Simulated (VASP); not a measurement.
# GaN (F-43m) in VASP: single point with LDA

Aim: the single point of GaN with LDA.

Everything below comes from runs of VASP 6.6.1. Logs are shortened: lines on timing, memory, paths and dates and some standing lists are left out, and cuts for length are marked.

**1. The cell of the first run**

Symmetry: F-43m, No. 216, cubic system. The conventional cell has a = 4.395 Å, b = 4.395 Å, c = 4.395 Å, α = 90.00°, β = 90.00°, γ = 90.00°. Within 2.5 Å of Ga (site symmetry -43m) lie 4 N at 1.90 Å. Within 2.5 Å of N (site symmetry -43m) lie 4 Ga at 1.90 Å.

**2. Single point, LDA**

INCAR reads:

```
PREC     = Accurate       # precision mode
ENCUT    = 1330           # plane-wave cutoff, eV
EDIFF    = 1E-6           # SCF threshold, eV
ISMEAR   = 0              # smearing method
SIGMA    = 0.01           # smearing width, eV
LREAL    = False          # projectors in reciprocal space
LASPH    = True           # aspherical terms in the spheres
NELM     = 120            # most SCF steps
ALGO     = Normal         # electronic algorithm
ISIF     = 2              # what is computed and relaxed
LWAVE    = False          # write WAVECAR
LCHARG   = True           # write CHGCAR
LELF     = True           # ELF
LVHAR    = True         
NBANDS   = 16             # bands
GGA_COMPAT= False
```

KPOINTS reads:

```
Automatic mesh
0
Gamma
  10 10 10
```

POSCAR reads:

```
GaN
1.0
    0.0000000000      2.1976864937      2.1976864937
    2.1976864937      0.0000000000      2.1976864937
    2.1976864937      2.1976864937      0.0000000000
Ga N
1 1
Direct
    0.0000000000      0.0000000000      0.0000000000
    0.7500000000      0.7500000000      0.7500000000
```

Potentials or basis: VASP PAW LDA potentials, release 64 (Ga_d, N_h).

Run with:

```
$ cat potpaw_LDA.64/Ga_d/POTCAR potpaw_LDA.64/N_h/POTCAR > POTCAR
$ mpirun -np 1 vasp_std > vasp.out
```

OUTCAR:

```text
PREC = Accurate
   ENCUT = 1330
   EDIFF = 1E-6
   ISMEAR = 0
   LREAL = False
   LASPH = True
   NELM = 120
   ISIF = 2

 ion  position               nearest neighbor table
   1  0.000  0.000  0.000-   2 1.90   2 1.90   2 1.90   2 1.90
   2  0.750  0.750  0.750-   1 1.90   1 1.90   1 1.90   1 1.90

  LATTYP: Found a face centered cubic cell.
 ALAT       =     4.3953729874

  Lattice vectors:

 A1 = (   0.0000000000,   2.1976864937,   2.1976864937)
 A2 = (   2.1976864937,   0.0000000000,   2.1976864937)
 A3 = (   2.1976864937,   2.1976864937,   0.0000000000)

Analysis of symmetry for initial positions (statically):
=====================================================================
 Subroutine PRICEL returns:
 Original cell was already a primitive cell.

 Routine SETGRP: Setting up the symmetry group for a
 face centered cubic supercell.

 Subroutine GETGRP returns: Found 24 space group operations
 (whereof 24 operations were pure point group operations)
 out of a pool of 48 trial point group operations.

The static configuration has the point symmetry T_d .

Analysis of symmetry for dynamics (positions and initial velocities):
=====================================================================
 Subroutine PRICEL returns:
 Original cell was already a primitive cell.

 Routine SETGRP: Setting up the symmetry group for a
 face centered cubic supercell.

 Subroutine GETGRP returns: Found 24 space group operations
 (whereof 24 operations were pure point group operations)
 out of a pool of 48 trial point group operations.

The dynamic configuration has the point symmetry T_d .

 Subroutine INISYM returns: Found 24 space group operations
 (whereof 24 operations are pure point group operations),
 and found     1 'primitive' translations

----------------------------------------------------------------------------------------

                                     Primitive cell

  volume of cell :      21.2289

  direct lattice vectors                    reciprocal lattice vectors
     0.000000000  2.197686494  2.197686494    -0.227511977  0.227511977  0.227511977
     2.197686494  0.000000000  2.197686494     0.227511977 -0.227511977  0.227511977
     2.197686494  2.197686494  0.000000000     0.227511977  0.227511977 -0.227511977

  length of vectors
     3.107998045  3.107998045  3.107998045     0.394062304  0.394062304  0.394062304

  position of ions in fractional coordinates (direct lattice)
     0.000000000  0.000000000  0.000000000
     0.750000000  0.750000000  0.750000000

  ion indices of the primitive-cell ions
   primitive index   ion index
                 1           1
                 2           2

----------------------------------------------------------------------------------------

 KPOINTS: Automatic mesh

Automatic generation of k-mesh.
 Grid dimensions read from file:
 generate k-points for:   10   10   10

 Generating k-lattice:

  Cartesian coordinates                     Fractional coordinates (reciprocal lattice)
    -0.022751198  0.022751198  0.022751198     0.100000000  0.000000000  0.000000000
     0.022751198 -0.022751198  0.022751198     0.000000000  0.100000000  0.000000000
     0.022751198  0.022751198 -0.022751198     0.000000000  0.000000000  0.100000000

  Length of vectors
     0.039406230  0.039406230  0.039406230

  Shift w.r.t. Gamma in fractional coordinates (k-lattice)
     0.000000000  0.000000000  0.000000000

 Subroutine IBZKPT returns following result:
 ===========================================

 Found     47 irreducible k-points:

 Following reciprocal coordinates:
            Coordinates               Weight
  0.000000  0.000000  0.000000      1.000000
  0.100000  0.000000  0.000000      8.000000
  0.200000  0.000000  0.000000      8.000000
  0.300000  0.000000  0.000000      8.000000
  0.400000  0.000000  0.000000      8.000000
  0.500000  0.000000  0.000000      4.000000
[... 16 lines left out ...]
  0.300000  0.300000  0.000000      6.000000
  0.400000  0.300000  0.000000     24.000000
 [... further k-points ...]
   k-points           NKPTS =     47   k-points in BZ     NKDIM =     47   number of bands    NBANDS=     16
   number of dos      NEDOS =    301   number of ions     NIONS =      2
   total plane-waves  NPLWV =  64000
   dimension x,y,z NGX =    40 NGY =   40 NGZ =   40
   dimension x,y,z NGXF=    80 NGYF=   80 NGZF=   80
   ions per type =               1   1
   NGX,Y,Z   is equivalent  to a cutoff of  21.40, 21.40, 21.40 a.u.
   NGXF,Y,Z  is equivalent  to a cutoff of  42.79, 42.79, 42.79 a.u.
 SYSTEM =  unknown system
   PREC   = accura    normal or accurate (medium, high low for compatibility)
   ISTART =      0    job   : 0-new  1-cont  2-samecut
   ICHARG =      2    charge: 1-file 2-atom 10-const
   ISPIN  =      1    spin polarized calculation?
   LNONCOLLINEAR =      F non collinear calculations
   LSORBIT =      F    spin-orbit coupling
   LASPH  =      T    aspherical Exc in radial PAW
   ENCUT  = 1330.0 eV  97.75 Ry    9.89 a.u.   9.24  9.24  9.24*2*pi/ulx,y,z
   NELM   =    120;   NELMIN=  2; NELMDL= -5     # of ELM steps
   EDIFF  = 0.1E-05   stopping-criterion for ELM
   LREAL  =      F    real-space projection
   EDIFFG = 0.1E-04   stopping-criterion for IOM
   NSW    =      0    number of steps for IOM
   IBRION =     -1    ionic relax: 0-MD 1-quasi-New 2-CG
   NFREE  =      0    steps in history (QN), initial steepest desc. (CG)
   ISIF   =      2    stress and relaxation
   ISYM   =      2    0-nonsym 1-usesym 2-fastsym
   POTIM  = 0.5000    time-step for ionic-motion
   TEBEG  =    0.0;   TEEND  =   0.0 temperature during run
   PSTRESS=    0.0 pullay stress
   NELECT =      18.0000    total number of electrons
   NUPDOWN=      -1.0000    fix difference up-down
   EMIN   =  10.00;   EMAX   =-10.00  energy-range for DOS
   EFERMI =   0.00;   METHOD = LEGACY
   ISMEAR =     0;   SIGMA  =   0.01  broadening in eV -4-tet -1-fermi 0-gaus
   EFERMI_NEDOS =   21; number of points for ismear=-14 and -15
   IALGO  =     38    algorithm
   IMIX   =      4    mixing-type and parameters
     AMIX     =   0.40;   BMIX     =  1.00
     AMIX_MAG =   1.60;   BMIX_MAG =  1.00
  volume/ion in A,a.u.               =      10.61        71.63
  Fermi-wavevector in a.u.,A,eV,Ry     =   1.549494  2.928119 32.666663  2.400932
  Thomas-Fermi vector in A             =   2.654293
   LORBIT       =      0    0 simple, 1 ext, 2 COOP (PROOUT), +10 PAW based schemes
   GGA     = CA    functional components
   LHFCALC =     F    Hartree Fock is set to
   AEXX    =    0.0000 exact exchange contribution
   IVDW    =     0    specifies the selected vdW correction
   LEPSILON=     F    determine dielectric tensor
   LRPA    =     F    only Hartree local field effects (RPA)
 non-spin polarized calculation
 Gauss-broadening in eV      SIGMA  =   0.01
  energy-cutoff  :     1330.00
  volume of cell :       21.23
 maximum number of plane-waves:      2362
 NGX is ok and might be reduce to    40
   NGX = 19   NGY = 19   NGZ = 19

 number of electron      18.0000000 magnetization

 Free energy of the ion-electron system (eV)
  ---------------------------------------------------
  ext. energy  EPLUGINS =         0.00000000
  ---------------------------------------------------
  free energy    TOTEN  =       -13.91643814 eV

  energy without entropy =      -13.91643814  energy(sigma->0) =      -13.91643814

 E-fermi :   6.3547     XC(G=0): -12.5410

 val. band max:        6.2286995857   @ k =   0.0000   0.0000   0.0000
 cond. band min:       8.4663486519   @ k =   0.0000   0.0000   0.0000
 fundamental gap:      2.2376490662
 Fermi energy:         6.3547106035

 k-point     1 :       0.0000    0.0000    0.0000
  band No.  band energies     occupation
      1     -10.2539      2.00000
      2      -7.4206      2.00000
      3      -7.4206      2.00000
      4      -7.4206      2.00000
      5      -7.0190      2.00000
      6      -7.0190      2.00000
[... 8 lines left out ...]
     15      25.4826      0.00000
     16      25.4826      0.00000

 k-point     2 :       0.1000    0.0000    0.0000
  band No.  band energies     occupation
      1     -10.1248      2.00000
      2      -7.4037      2.00000
      3      -7.4037      2.00000
      4      -7.3859      2.00000
      5      -7.0209      2.00000
      6      -7.0209      2.00000
[... 8 lines left out ...]
     15      24.1731      0.00000
     16      24.1731      0.00000

 k-point     3 :       0.2000    0.0000    0.0000
  band No.  band energies     occupation
      1      -9.7929      2.00000
      2      -7.3646      2.00000
      3      -7.3646      2.00000
      4      -7.2293      2.00000
      5      -7.0198      2.00000
      6      -7.0198      2.00000
[... 8 lines left out ...]
     15      23.3860      0.00000
     16      23.3860      0.00000

 k-point     4 :       0.3000    0.0000    0.0000
  band No.  band energies     occupation
      1      -9.4275      2.00000
      2      -7.3299      2.00000
      3      -7.3299      2.00000
      4      -7.0032      2.00000
      5      -7.0032      2.00000
      6      -6.8110      2.00000
[... 8 lines left out ...]
     15      23.9479      0.00000
     16      23.9479      0.00000
[... 324 lines left out ...]
 k-point    22 :      -0.2000    0.2000    0.0000
  band No.  band energies     occupation
      1      -9.3147      2.00000
      2      -7.3119      2.00000
      3      -7.2910      2.00000
      4      -7.0531      2.00000
      5      -7.0485      2.00000
      6      -6.5984      2.00000
[... 8 lines left out ...]
     15      24.1630      0.00000
     16      27.5254      0.00000

 k-point    23 :       0.3000    0.3000    0.0000
  band No.  band energies     occupation
      1      -9.2073      2.00000
      2      -7.2645      2.00000
      3      -7.1846      2.00000
      4      -7.1846      2.00000
      5      -6.9568      2.00000
      6      -6.5958      2.00000
[... 8 lines left out ...]
     15      28.9452      0.00000
     16      29.8261      0.00000

 k-point    24 :       0.4000    0.3000    0.0000
  band No.  band energies     occupation
      1      -9.0582      2.00000
      2      -7.2803      2.00000
      3      -7.1429      2.00000
      4      -7.1407      2.00000
      5      -6.9443      2.00000
      6      -6.0841      2.00000
[... 8 lines left out ...]
     15      29.3822      0.00000
     16      29.6414      0.00000

 [... further k-points ...]

------------------------ aborting loop because EDIFF is reached ----------------------------------------

  FORCE on cell =-STRESS in cart. coord.  units (eV):
  Direction    XX          YY          ZZ          XY          YZ          ZX
  --------------------------------------------------------------------------------------
  -------------------------------------------------------------------------------------
  Total        1.3414100      1.3414100      1.3414100     -0.0000000      0.0000000     -0.0000000
  in kB      101.2383174    101.2383174    101.2383174     -0.0000000      0.0000000     -0.0000000
  external PRESSURE =     101.2383174 kB  Pullay stress =       0.0000000 kB

 VOLUME and BASIS-vectors are now :
 -----------------------------------------------------------------------------
  energy-cutoff  :     1330.00
  volume of cell :       21.23
      direct lattice vectors                 reciprocal lattice vectors
     0.000000000  2.197686494  2.197686494    -0.227511977  0.227511977  0.227511977
     2.197686494  0.000000000  2.197686494     0.227511977 -0.227511977  0.227511977
     2.197686494  2.197686494  0.000000000     0.227511977  0.227511977 -0.227511977

 POSITION                                       TOTAL-FORCE (eV/Angst)
 -----------------------------------------------------------------------------------
      0.00000      0.00000      0.00000         0.000000      0.000000      0.000000
      3.29653      3.29653      3.29653        -0.000000     -0.000000     -0.000000
 -----------------------------------------------------------------------------------
    total drift:                                0.000000      0.000000      0.000000

  FREE ENERGIE OF THE ION-ELECTRON SYSTEM (eV)
  ---------------------------------------------------
  free  energy   TOTEN  =       -13.9164381398 eV

  energy  without entropy=      -13.9164381398  energy(sigma->0) =      -13.91643814
```

It took 52 s on 1 thread of Intel Xeon Platinum 8259CL at 2.50GHz (Skylake/Cascade Lake), shared host; peak memory 0.24 GiB.

Results:

* Free energy: -13.9164 eV
* Pressure: 10.1 GPa
* Band gap on the k mesh: 2.24 eV

Caveat: the cell stands under pressure.
